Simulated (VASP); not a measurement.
# Se (Fd-3m) in VASP: further runs

Runs on Se. Level: PBEsol. Tasks: density of states.

Program: VASP 6.6.1. These are calculated values, not measurements. Logs are shortened: lines on timing, memory, paths and dates and some standing lists are left out, and cuts for length are marked.

## 1. The cell of the first run

Symmetry: Fd-3m, No. 227, cubic system. Conventional cell: a = 4.696 Å, b = 4.696 Å, c = 4.696 Å, α = 90.00°, β = 90.00°, γ = 90.00°. Within 2.7 Å of Se (site symmetry -43m) lie 4 Se at 2.03 Å.

## 2. Density of states, PBEsol (volume scaled by 0.43)

POSCAR reads:

```
Se
1.0
    0.0000000000      2.3481059787      2.3481059787
    2.3481059787      0.0000000000      2.3481059787
    2.3481059787      2.3481059787      0.0000000000
Se
2
Direct
   -0.1250000000     -0.1250000000     -0.1250000000
    0.1250000000      0.1250000000      0.1250000000
```

INCAR.step1 reads:

```
SYSTEM = Se
  PREC = Accurate
  ENCUT = 520
  EDIFF = 1E-6
  ISMEAR = -1
  SIGMA = 0.08
  LREAL = .FALSE.
  LASPH = .TRUE.
  NELM = 100
  ALGO = Normal
  ISIF = 2
  LWAVE = .FALSE.
  LCHARG = .TRUE.
  GGA = PS
  NBANDS = 13
```

KPOINTS.step1 reads:

```
regular mesh
0
G
  11 11 11
  0 0 0
```

INCAR.step2 reads:

```
SYSTEM = Se
  PREC = Accurate
  ENCUT = 520
  EDIFF = 1E-6
  ISMEAR = -5
  SIGMA = 0.08
  LREAL = .FALSE.
  LASPH = .TRUE.
  NELM = 100
  ALGO = Normal
  ISIF = 2
  LWAVE = .FALSE.
  LCHARG = .FALSE.
  GGA = PS
  LORBIT = 11
  NEDOS = 1001
  ICHARG = 11
```

KPOINTS.step2 reads:

```
regular mesh
0
G
  17 17 17
  0 0 0
```

Potentials or basis: VASP PAW PBE potentials, release 64 (Se).

Command:

```sh
$ cat potpaw_PBE.64/Se/POTCAR > POTCAR
$ cp INCAR.step1 INCAR
$ cp KPOINTS.step1 KPOINTS
$ mpirun -np 1 vasp_std > vasp.out
$ cp INCAR.step2 INCAR
$ cp KPOINTS.step2 KPOINTS
$ mpirun -np 1 vasp_std > vasp.out
```

OUTCAR:

```text
SYSTEM = Se
   PREC = Accurate
   ENCUT = 520
   EDIFF = 1E-6
   ISMEAR = -5
   LREAL = .FALSE.
   LASPH = .TRUE.
   NELM = 100
   ISIF = 2
   GGA = PS
   LORBIT = 11
   ICHARG = 11

 ion  position               nearest neighbor table
   1  0.875  0.875  0.875-   2 2.03   2 2.03   2 2.03   2 2.03
   2  0.125  0.125  0.125-   1 2.03   1 2.03   1 2.03   1 2.03

  LATTYP: Found a face centered cubic cell.
 ALAT       =     4.6962119574

  Lattice vectors:

 A1 = (   0.0000000000,   2.3481059787,   2.3481059787)
 A2 = (   2.3481059787,   0.0000000000,   2.3481059787)
 A3 = (   2.3481059787,   2.3481059787,   0.0000000000)

Analysis of symmetry for initial positions (statically):
=====================================================================
 Subroutine PRICEL returns:
 Original cell was already a primitive cell.

 Routine SETGRP: Setting up the symmetry group for a
 face centered cubic supercell.

 Subroutine GETGRP returns: Found 48 space group operations
 (whereof 12 operations were pure point group operations)
 out of a pool of 48 trial point group operations.

The static configuration has the point symmetry D_3d.
 The point group associated with its full space group is O_h .

Analysis of symmetry for dynamics (positions and initial velocities):
=====================================================================
 Subroutine PRICEL returns:
 Original cell was already a primitive cell.

 Routine SETGRP: Setting up the symmetry group for a
 face centered cubic supercell.

 Subroutine GETGRP returns: Found 48 space group operations
 (whereof 12 operations were pure point group operations)
 out of a pool of 48 trial point group operations.

The dynamic configuration has the point symmetry D_3d.
 The point group associated with its full space group is O_h .

 Subroutine INISYM returns: Found 48 space group operations
 (whereof 12 operations are pure point group operations),
 and found     1 'primitive' translations

----------------------------------------------------------------------------------------

                                     Primitive cell

  volume of cell :      25.8930

  direct lattice vectors                    reciprocal lattice vectors
     0.000000000  2.348105979  2.348105979    -0.212937578  0.212937578  0.212937578
     2.348105979  0.000000000  2.348105979     0.212937578 -0.212937578  0.212937578
     2.348105979  2.348105979  0.000000000     0.212937578  0.212937578 -0.212937578

  length of vectors
     3.320723321  3.320723321  3.320723321     0.368818704  0.368818704  0.368818704

  position of ions in fractional coordinates (direct lattice)
     0.875000000  0.875000000  0.875000000
     0.125000000  0.125000000  0.125000000

  ion indices of the primitive-cell ions
   primitive index   ion index
                 1           1
                 2           2

----------------------------------------------------------------------------------------

 KPOINTS: regular mesh

Automatic generation of k-mesh.
 Grid dimensions read from file:
 generate k-points for:   17   17   17

 Generating k-lattice:

  Cartesian coordinates                     Fractional coordinates (reciprocal lattice)
    -0.012525740  0.012525740  0.012525740     0.058823529  0.000000000  0.000000000
     0.012525740 -0.012525740  0.012525740     0.000000000  0.058823529  0.000000000
     0.012525740  0.012525740 -0.012525740     0.000000000  0.000000000  0.058823529

  Length of vectors
     0.021695218  0.021695218  0.021695218

  Shift w.r.t. Gamma in fractional coordinates (k-lattice)
     0.000000000  0.000000000  0.000000000

 TETIRR: Found    693 inequivalent tetrahedra from    29478

 Subroutine IBZKPT returns following result:
 ===========================================

 Found    165 irreducible k-points:

 Following reciprocal coordinates:
            Coordinates               Weight
  0.000000  0.000000  0.000000      1.000000
  0.058824  0.000000  0.000000      8.000000
  0.117647  0.000000  0.000000      8.000000
  0.176471  0.000000  0.000000      8.000000
  0.235294  0.000000  0.000000      8.000000
  0.294118  0.000000  0.000000      8.000000
[... 16 lines left out ...]
 -0.176471  0.058824  0.000000     24.000000
 -0.117647  0.058824  0.000000     24.000000
 [... further k-points ...]
   k-points           NKPTS =    165   k-points in BZ     NKDIM =    165   number of bands    NBANDS=     10
   number of dos      NEDOS =   1001   number of ions     NIONS =      2
   total plane-waves  NPLWV =  21952
   dimension x,y,z NGX =    28 NGY =   28 NGZ =   28
   dimension x,y,z NGXF=    56 NGYF=   56 NGZF=   56
   ions per type =               2
   NGX,Y,Z   is equivalent  to a cutoff of  14.02, 14.02, 14.02 a.u.
   NGXF,Y,Z  is equivalent  to a cutoff of  28.04, 28.04, 28.04 a.u.
 SYSTEM =  Se
   PREC   = accura    normal or accurate (medium, high low for compatibility)
   ISTART =      0    job   : 0-new  1-cont  2-samecut
   ICHARG =     11    charge: 1-file 2-atom 10-const
   ISPIN  =      1    spin polarized calculation?
   LNONCOLLINEAR =      F non collinear calculations
   LSORBIT =      F    spin-orbit coupling
   LASPH  =      T    aspherical Exc in radial PAW
   ENCUT  =  520.0 eV  38.22 Ry    6.18 a.u.   6.17  6.17  6.17*2*pi/ulx,y,z
   NELM   =    100;   NELMIN=  2; NELMDL=  0     # of ELM steps
   EDIFF  = 0.1E-05   stopping-criterion for ELM
   LREAL  =      F    real-space projection
   EDIFFG = 0.1E-04   stopping-criterion for IOM
   NSW    =      0    number of steps for IOM
   IBRION =     -1    ionic relax: 0-MD 1-quasi-New 2-CG
   NFREE  =      0    steps in history (QN), initial steepest desc. (CG)
   ISIF   =      2    stress and relaxation
   ISYM   =      2    0-nonsym 1-usesym 2-fastsym
   POTIM  = 0.5000    time-step for ionic-motion
   TEBEG  =    0.0;   TEEND  =   0.0 temperature during run
   PSTRESS=    0.0 pullay stress
   NELECT =      12.0000    total number of electrons
   NUPDOWN=      -1.0000    fix difference up-down
   EMIN   =  10.00;   EMAX   =-10.00  energy-range for DOS
   EFERMI =   0.00;   METHOD = LEGACY
   ISMEAR =    -5;   SIGMA  =   0.08  broadening in eV -4-tet -1-fermi 0-gaus
   EFERMI_NEDOS =   21; number of points for ismear=-14 and -15
   IALGO  =     38    algorithm
   IMIX   =      4    mixing-type and parameters
     AMIX     =   0.40;   BMIX     =  1.00
     AMIX_MAG =   1.60;   BMIX_MAG =  1.00
  volume/ion in A,a.u.               =      12.95        87.37
  Fermi-wavevector in a.u.,A,eV,Ry     =   1.266896  2.394086 21.837689  1.605025
  Thomas-Fermi vector in A             =   2.400072
   LORBIT       =     11    0 simple, 1 ext, 2 COOP (PROOUT), +10 PAW based schemes
   GGA     = PS    functional components
   LHFCALC =     F    Hartree Fock is set to
   AEXX    =    0.0000 exact exchange contribution
   IVDW    =     0    specifies the selected vdW correction
   LEPSILON=     F    determine dielectric tensor
   LRPA    =     F    only Hartree local field effects (RPA)
 non-spin polarized calculation
 Fermi weights with tetrahedron method with Bloechl corrections
  energy-cutoff  :      520.00
  volume of cell :       25.89
 maximum number of plane-waves:       725
 NGX is ok and might be reduce to    28

 number of electron      11.9999999 magnetization

 Free energy of the ion-electron system (eV)
  ---------------------------------------------------
  ext. energy  EPLUGINS =         0.00000000
  ---------------------------------------------------
  free energy    TOTEN  =         3.73786337 eV

  energy without entropy =        3.73786337  energy(sigma->0) =        3.73786337

 E-fermi :  12.7604     XC(G=0): -12.5147

 val. band max:       12.9034538375   @ k =  -0.2941   0.1765   0.0000
 cond. band min:      12.6811597103   @ k =  -0.4118   0.1176   0.0000
 fundamental gap:     -0.2222941272
 Fermi energy:        12.7603766534

 k-point     1 :       0.0000    0.0000    0.0000
  band No.  band energies     occupation
      1     -11.5257      2.00000
      2       6.0321      2.00000
      3       6.0321      2.00000
      4       6.0321      2.00000
      5       8.7623      2.00000
      6      10.2980      2.00000
      7      10.2980      2.00000
      8      10.2980      2.00000
      9      17.3437      0.00000
     10      19.6640      0.00000

 k-point     2 :       0.0588    0.0000    0.0000
  band No.  band energies     occupation
      1     -11.4645      2.00000
      2       5.1857      2.00000
      3       5.9236      2.00000
      4       5.9236      2.00000
      5       9.2009      2.00000
      6      10.4507      2.00000
      7      10.4507      2.00000
      8      10.6078      2.00000
      9      17.6199      0.00000
     10      19.3506      0.00000

 k-point     3 :       0.1176    0.0000    0.0000
  band No.  band energies     occupation
      1     -11.2817      2.00000
      2       3.6472      2.00000
      3       5.6489      2.00000
      4       5.6489      2.00000
      5       9.2820      2.00000
      6      10.8402      2.00000
      7      10.8402      2.00000
      8      11.8139      2.20858
      9      18.3461      0.00000
     10      18.7982      0.00000
[... 248 lines left out ...]
 k-point    23 :      -0.1765    0.0588    0.0000
  band No.  band energies     occupation
      1     -10.8020      2.00000
      2       1.4288      2.00000
      3       4.4839      2.00000
      4       5.4047      2.00000
      5       9.3547      2.00000
      6      11.2185      2.00000
      7      11.6862      2.00000
      8      13.9608     -0.01386
      9      17.7314      0.00000
     10      18.8552      0.00000

 k-point    24 :      -0.1176    0.0588    0.0000
  band No.  band energies     occupation
      1     -11.1402      2.00000
      2       2.9698      2.00000
      3       4.8987      2.00000
      4       5.7235      2.00000
      5       9.5948      2.00000
      6      10.7820      2.00000
      7      11.0890      2.00000
      8      12.6312      1.18521
      9      18.0614      0.00000
     10      18.8186      0.00000

 [... further k-points ...]

------------------------ aborting loop because EDIFF is reached ----------------------------------------

  FORCE on cell =-STRESS in cart. coord.  units (eV):
  Direction    XX          YY          ZZ          XY          YZ          ZX
  --------------------------------------------------------------------------------------
  -------------------------------------------------------------------------------------
  Total       31.7021102     31.7021102     31.7021102      0.0000000      0.0000000      0.0000000
  in kB     1961.6235863   1961.6235863   1961.6235863      0.0000000      0.0000000      0.0000000
  external PRESSURE =    1961.6235863 kB  Pullay stress =       0.0000000 kB

 VOLUME and BASIS-vectors are now :
 -----------------------------------------------------------------------------
  energy-cutoff  :      520.00
  volume of cell :       25.89
      direct lattice vectors                 reciprocal lattice vectors
     0.000000000  2.348105979  2.348105979    -0.212937578  0.212937578  0.212937578
     2.348105979  0.000000000  2.348105979     0.212937578 -0.212937578  0.212937578
     2.348105979  2.348105979  0.000000000     0.212937578  0.212937578 -0.212937578

 POSITION                                       TOTAL-FORCE (eV/Angst)
 -----------------------------------------------------------------------------------
      4.10919      4.10919      4.10919         0.000000      0.000000      0.000000
      0.58703      0.58703      0.58703        -0.000000     -0.000000     -0.000000
 -----------------------------------------------------------------------------------
    total drift:                               -0.000000     -0.000000     -0.000000

  FREE ENERGIE OF THE ION-ELECTRON SYSTEM (eV)
  ---------------------------------------------------
  free  energy   TOTEN  =         3.7378633688 eV

  energy  without entropy=        3.7378633688  energy(sigma->0) =        3.73786337

 total charge

# of ion       s       p       d       tot
------------------------------------------
    1        1.574   2.540   0.491   4.605
    2        1.574   2.540   0.491   4.605
--------------------------------------------------
tot          3.148   5.081   0.982   9.210
```

Run time: 38 s. Hardware: 1 thread of Intel Xeon Platinum 8259CL at 2.50GHz (Skylake/Cascade Lake), shared host; peak memory 0.17 GiB.

Results:

- Valence electrons inside the program's atomic spheres: Se 4.61

Caveat: the PAW data sets were made with another functional, which shifts forces and pressure a little; tetrahedron occupations give inexact forces and stress in metals.

## 3. Density of states, PBEsol (volume scaled by 0.78)

POSCAR reads:

```
Se
1.0
    0.0000000000      2.8636926842      2.8636926842
    2.8636926842      0.0000000000      2.8636926842
    2.8636926842      2.8636926842      0.0000000000
Se
2
Direct
   -0.1250000000     -0.1250000000     -0.1250000000
    0.1250000000      0.1250000000      0.1250000000
```

INCAR.step1 reads:

```
  ALGO = Normal
  EDIFF = 1E-6
  ENCUT = 520
  GGA = PS
  ISIF = 2
  ISMEAR = -1
  LASPH = True
  LCHARG = True
  LREAL = False
  LWAVE = False
  NBANDS = 13
  NELM = 80
  PREC = Accurate
  SIGMA = 0.08
```

KPOINTS.step1 reads:

```
k-points
0
Gamma
  11 11 11
```

INCAR.step2 reads:

```
  ALGO = Normal
  EDIFF = 1E-6
  ENCUT = 520
  GGA = PS
  ICHARG = 11
  ISIF = 2
  ISMEAR = -5
  LASPH = True
  LCHARG = False
  LORBIT = 10
  LREAL = False
  LWAVE = False
  NBANDS = 13
  NEDOS = 1001
  NELM = 80
  PREC = Accurate
  SIGMA = 0.08
```

KPOINTS.step2 reads:

```
k-points
0
Gamma
  17 17 17
```

Potentials or basis: VASP PAW PBE potentials, release 64 (Se).

Command:

```sh
$ cat potpaw_PBE.64/Se/POTCAR > POTCAR
$ cp INCAR.step1 INCAR
$ cp KPOINTS.step1 KPOINTS
$ mpirun -np 1 vasp_std > vasp.out
$ cp INCAR.step2 INCAR
$ cp KPOINTS.step2 KPOINTS
$ mpirun -np 1 vasp_std > vasp.out
```

Wall time 59 s (1 thread of Intel Xeon Platinum 8259CL at 2.50GHz (Skylake/Cascade Lake), shared host); peak memory 0.21 GiB.

The run converged. Its results:

- Valence electrons inside the program's atomic spheres: Se 3.80

Levels at points of the mesh, in eV from the Fermi level:
```
           k point  band 4  band 5  band 6  band 7  band 8  band 9
(0.00, 0.00, 0.00)   -4.52   -4.52   -1.24   -1.24   -1.24    4.14
```

Caveat: the PAW data sets were made with another functional, which shifts forces and pressure a little; tetrahedron occupations give inexact forces and stress in metals.
